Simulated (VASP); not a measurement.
# ClH in VASP: single point with PBE+D3(BJ)

Aim: the single point of ClH with PBE+D3(BJ).

All numbers are computed with VASP 6.6.1; they aren't measurements. Logs are shortened: lines on timing, memory, paths and dates and some standing lists are left out, and cuts for length are marked.

**1. The cell of the first run**

The cell holds a molecule in a box, 2 atoms: a = 7.501 Å, b = 7.501 Å, c = 22.594 Å, α = 90.00°, β = 90.00°, γ = 120.00°.

**2. Single point, PBE+D3(BJ)**

INCAR

```
ALGO     = Normal         # electronic algorithm
DIPOL    = 0.5 0.5 0.670
EDIFF    = 1E-6           # SCF threshold, eV
ENCUT    = 520            # plane-wave cutoff, eV
GGA      = PE             # functional
IDIPOL   = 3            
ISIF     = 2              # what is computed and relaxed
ISMEAR   = 0              # smearing method
IVDW     = 12             # dispersion correction
LASPH    = True           # aspherical terms in the spheres
LCHARG   = False          # write CHGCAR
LDIPOL   = True         
LREAL    = False          # projectors in reciprocal space
LWAVE    = False          # write WAVECAR
NBANDS   = 11             # bands
NELM     = 80             # most SCF steps
PREC     = Accurate       # precision mode
SIGMA    = 0.1            # smearing width, eV
```

KPOINTS

```
k-points
0
Gamma
  3 3 1
```

POSCAR

```
HCl
1.0
    7.5013146777      0.0000000000      0.0000000000
   -3.7506573389      6.4963290727      0.0000000000
    0.0000000000      0.0000000000     22.5935983401
Cl H
1 1
Direct
    0.1759174328      0.8457754678      0.6988999819
    0.1700040216      0.8364824257      0.6408296572
```

Potentials or basis: VASP PAW PBE potentials, release 64 (Cl, H).

Launch:

```
> cat potpaw_PBE.64/Cl/POTCAR potpaw_PBE.64/H/POTCAR > POTCAR
> mpirun -np 1 vasp_std > vasp.out
```

OUTCAR:

```text
EDIFF = 1E-6
   ENCUT = 520
   GGA = PE
   ISIF = 2
   ISMEAR = 0
   IVDW = 12
   LASPH = True
   LREAL = False
   NELM = 80
   PREC = Accurate
 IVDW          = 12

 ion  position               nearest neighbor table
   1  0.176  0.846  0.699-   2 1.31
   2  0.170  0.836  0.641-   1 1.31

  LATTYP: Found a hexagonal cell.
 ALAT       =     7.5013146777
 C/A-ratio  =     3.0119518126

  Lattice vectors:

 A1 = (   7.5013146777,   0.0000000000,   0.0000000000)
 A2 = (  -3.7506573389,   6.4963290727,   0.0000000000)
 A3 = (   0.0000000000,   0.0000000000,  22.5935983401)

Analysis of symmetry for initial positions (statically):
=====================================================================
 Subroutine PRICEL returns:
 Original cell was already a primitive cell.

 Routine SETGRP: Setting up the symmetry group for a
 hexagonal supercell.

 Subroutine GETGRP returns: Found  1 space group operations
 (whereof  1 operations were pure point group operations)
 out of a pool of 24 trial point group operations.

The static configuration has the point symmetry C_1 .

Analysis of symmetry for dynamics (positions and initial velocities):
=====================================================================
 Subroutine PRICEL returns:
 Original cell was already a primitive cell.

 Routine SETGRP: Setting up the symmetry group for a
 hexagonal supercell.

 Subroutine GETGRP returns: Found  1 space group operations
 (whereof  1 operations were pure point group operations)
 out of a pool of 24 trial point group operations.

The dynamic configuration has the point symmetry C_1 .

 Subroutine INISYM returns: Found  1 space group operations
 (whereof  1 operations are pure point group operations),
 and found     1 'primitive' translations

----------------------------------------------------------------------------------------

                                     Primitive cell

  volume of cell :    1101.0088

  direct lattice vectors                    reciprocal lattice vectors
     7.501314678  0.000000000  0.000000000     0.133309965  0.076966544  0.000000000
    -3.750657339  6.496329073  0.000000000     0.000000000  0.153933089  0.000000000
     0.000000000  0.000000000 22.593598340     0.000000000  0.000000000  0.044260325

  length of vectors
     7.501314678  7.501314678 22.593598340     0.153933089  0.153933089  0.044260325

  position of ions in fractional coordinates (direct lattice)
     0.175917433  0.845775468  0.698899982
     0.170004022  0.836482426  0.640829657

  ion indices of the primitive-cell ions
   primitive index   ion index
                 1           1
                 2           2

----------------------------------------------------------------------------------------

 KPOINTS: k-points

Automatic generation of k-mesh.
 Grid dimensions read from file:
 generate k-points for:    3    3    1

 Generating k-lattice:

  Cartesian coordinates                     Fractional coordinates (reciprocal lattice)
     0.044436655  0.025655515  0.000000000     0.333333333  0.000000000  0.000000000
     0.000000000  0.051311030  0.000000000     0.000000000  0.333333333  0.000000000
     0.000000000  0.000000000  0.044260325     0.000000000  0.000000000  1.000000000

  Length of vectors
     0.051311030  0.051311030  0.044260325

  Shift w.r.t. Gamma in fractional coordinates (k-lattice)
     0.000000000  0.000000000  0.000000000

 Subroutine IBZKPT returns following result:
 ===========================================

 Found      5 irreducible k-points:

 Following reciprocal coordinates:
            Coordinates               Weight
  0.000000  0.000000  0.000000      1.000000
  0.333333 -0.000000  0.000000      2.000000
  0.000000  0.333333  0.000000      2.000000
 -0.333333  0.333333  0.000000      2.000000
  0.333333  0.333333  0.000000      2.000000
   k-points           NKPTS =      5   k-points in BZ     NKDIM =      5   number of bands    NBANDS=     11
   number of dos      NEDOS =    301   number of ions     NIONS =      2
   total plane-waves  NPLWV = 526848
   dimension x,y,z NGX =    56 NGY =   56 NGZ =  168
   dimension x,y,z NGXF=   112 NGYF=  112 NGZF=  336
   ions per type =               1   1
   NGX,Y,Z   is equivalent  to a cutoff of  12.41, 12.41, 12.36 a.u.
   NGXF,Y,Z  is equivalent  to a cutoff of  24.82, 24.82, 24.72 a.u.
 SYSTEM =  unknown system
   PREC   = accura    normal or accurate (medium, high low for compatibility)
   ISTART =      0    job   : 0-new  1-cont  2-samecut
   ICHARG =      2    charge: 1-file 2-atom 10-const
   ISPIN  =      1    spin polarized calculation?
   LNONCOLLINEAR =      F non collinear calculations
   LSORBIT =      F    spin-orbit coupling
   LASPH  =      T    aspherical Exc in radial PAW
   ENCUT  =  520.0 eV  38.22 Ry    6.18 a.u.  13.95 13.95 42.01*2*pi/ulx,y,z
   NELM   =     80;   NELMIN=  2; NELMDL= -5     # of ELM steps
   EDIFF  = 0.1E-05   stopping-criterion for ELM
   LREAL  =      F    real-space projection
   EDIFFG = 0.1E-04   stopping-criterion for IOM
   NSW    =      0    number of steps for IOM
   IBRION =     -1    ionic relax: 0-MD 1-quasi-New 2-CG
   NFREE  =      0    steps in history (QN), initial steepest desc. (CG)
   ISIF   =      2    stress and relaxation
   ISYM   =      2    0-nonsym 1-usesym 2-fastsym
   POTIM  = 0.5000    time-step for ionic-motion
   TEBEG  =    0.0;   TEEND  =   0.0 temperature during run
   PSTRESS=    0.0 pullay stress
   NELECT =       8.0000    total number of electrons
   NUPDOWN=      -1.0000    fix difference up-down
   EMIN   =  10.00;   EMAX   =-10.00  energy-range for DOS
   EFERMI =   0.00;   METHOD = LEGACY
   ISMEAR =     0;   SIGMA  =   0.10  broadening in eV -4-tet -1-fermi 0-gaus
   EFERMI_NEDOS =   21; number of points for ismear=-14 and -15
   IALGO  =     38    algorithm
   IMIX   =      4    mixing-type and parameters
     AMIX     =   0.40;   BMIX     =  1.00
     AMIX_MAG =   1.60;   BMIX_MAG =  1.00
  volume/ion in A,a.u.               =     550.50      3714.99
  Fermi-wavevector in a.u.,A,eV,Ry     =   0.317084  0.599202  1.367962  0.100542
  Thomas-Fermi vector in A             =   1.200718
   LORBIT       =      0    0 simple, 1 ext, 2 COOP (PROOUT), +10 PAW based schemes
   GGA     = PE    functional components
   LHFCALC =     F    Hartree Fock is set to
   AEXX    =    0.0000 exact exchange contribution
   IVDW    =    12    specifies the selected vdW correction
   LEPSILON=     F    determine dielectric tensor
   LRPA    =     F    only Hartree local field effects (RPA)
 non-spin polarized calculation
 Gauss-broadening in eV      SIGMA  =   0.10
  energy-cutoff  :      520.00
  volume of cell :     1101.01
 maximum number of plane-waves:     29682
   NGX = 27   NGY = 27   NGZ = 85

 number of electron       8.0000000 magnetization

 dipolmoment           0.000000      0.000000      0.208917 electrons x Angstroem

 Free energy of the ion-electron system (eV)
  ---------------------------------------------------
  ext. energy  EPLUGINS =         0.00000000
  ---------------------------------------------------
  free energy    TOTEN  =        -6.08243088 eV

  energy without entropy =       -6.08243088  energy(sigma->0) =       -6.08243088

 E-fermi :  -7.2123     XC(G=0):  -0.6082

 val. band max:       -7.7165090823   @ k =   0.0000   0.0000   0.0000
 cond. band min:      -1.2664878506   @ k =   0.0000   0.0000   0.0000
 fundamental gap:      6.4500212317
 Fermi energy:        -7.2122709553

 k-point     1 :       0.0000    0.0000    0.0000
  band No.  band energies     occupation
      1     -20.8041      2.00000
      2     -11.3819      2.00000
      3      -7.7165      2.00000
      4      -7.7165      2.00000
      5      -1.2665      0.00000
      6      -0.0497      0.00000
      7       0.1680      0.00000
      8       0.3568      0.00000
      9       1.0215      0.00000
     10       1.1014      0.00000
     11       2.4517      0.00000

 k-point     2 :       0.3333   -0.0000    0.0000
  band No.  band energies     occupation
      1     -20.8041      2.00000
      2     -11.3818      2.00000
      3      -7.7202      2.00000
      4      -7.7175      2.00000
      5      -1.1119      0.00000
      6       0.2466      0.00000
      7       0.4364      0.00000
      8       0.7135      0.00000
      9       1.2006      0.00000
     10       1.4047      0.00000
     11       1.4827      0.00000

 k-point     3 :       0.0000    0.3333    0.0000
  band No.  band energies     occupation
      1     -20.8041      2.00000
      2     -11.3818      2.00000
      3      -7.7202      2.00000
      4      -7.7174      2.00000
      5      -1.1118      0.00000
      6       0.2464      0.00000
      7       0.4362      0.00000
      8       0.7137      0.00000
      9       1.2000      0.00000
     10       1.4048      0.00000
     11       1.4829      0.00000

 k-point     4 :      -0.3333    0.3333    0.0000
  band No.  band energies     occupation
      1     -20.8041      2.00000
      2     -11.3818      2.00000
      3      -7.7202      2.00000
      4      -7.7175      2.00000
      5      -1.1119      0.00000
      6       0.2467      0.00000
      7       0.4365      0.00000
      8       0.7135      0.00000
      9       1.2010      0.00000
     10       1.4047      0.00000
     11       1.4826      0.00000

 k-point     5 :       0.3333    0.3333    0.0000
  band No.  band energies     occupation
      1     -20.8041      2.00000
      2     -11.3817      2.00000
      3      -7.7200      2.00000
      4      -7.7199      2.00000
      5      -1.0277      0.00000
      6       0.6937      0.00000
      7       0.6938      0.00000
      8       1.0618      0.00000
      9       1.2068      0.00000
     10       1.2070      0.00000
     11       1.3868      0.00000

------------------------ aborting loop because EDIFF is reached ----------------------------------------

 vacuum level on the upper side and lower side of the slab       (xc-potential included)         0.374        -0.383

 Edisp (eV)   -0.01026

 E8    (eV) :    -0.0028

  FORCE on cell =-STRESS in cart. coord.  units (eV):
  Direction    XX          YY          ZZ          XY          YZ          ZX
  --------------------------------------------------------------------------------------
  -------------------------------------------------------------------------------------
  Total      -0.01783    -0.01997    -1.09602    -0.00037    -0.04739    -0.00742
  in kB      -0.02595    -0.02906    -1.59492    -0.00054    -0.06896    -0.01080
  external pressure =       -0.55 kB  Pullay stress =        0.00 kB

 VOLUME and BASIS-vectors are now :
 -----------------------------------------------------------------------------
  energy-cutoff  :      520.00
  volume of cell :     1101.01
      direct lattice vectors                 reciprocal lattice vectors
     7.501314678  0.000000000  0.000000000     0.133309965  0.076966544  0.000000000
    -3.750657339  6.496329073  0.000000000     0.000000000  0.153933089  0.000000000
     0.000000000  0.000000000 22.593598340     0.000000000  0.000000000  0.044260325

 POSITION                                       TOTAL-FORCE (eV/Angst)
 -----------------------------------------------------------------------------------
     -1.85260      5.49444     15.79067        -0.005795     -0.036421     -0.821848
     -1.86211      5.43407     14.47865         0.005795      0.036421      0.821848
 -----------------------------------------------------------------------------------
    total drift:                               -0.000157     -0.000242      0.000143

  FREE ENERGIE OF THE ION-ELECTRON SYSTEM (eV)
  ---------------------------------------------------
  free  energy   TOTEN  =        -6.0926950532 eV

  energy  without entropy=       -6.0926950532  energy(sigma->0) =       -6.09269505

 vacuum level on the upper side and lower side of the slab         0.540        -0.284
```

It took 85 s on 1 thread of Intel Xeon 6975P-C (Granite Rapids), shared host; peak memory 0.9 GiB.

What came out:

```yaml
Free_energy: -6.0927 eV
Largest_force: 0.823 eV/Å
Gap_between_the_frontier_levels: 6.45 eV
Dispersion_energy_per_atom: -0.005 eV
```

Forces on the atoms (eV/Å):
```
Cl  -0.006 -0.036 -0.822
H    0.006  0.036  0.822
```
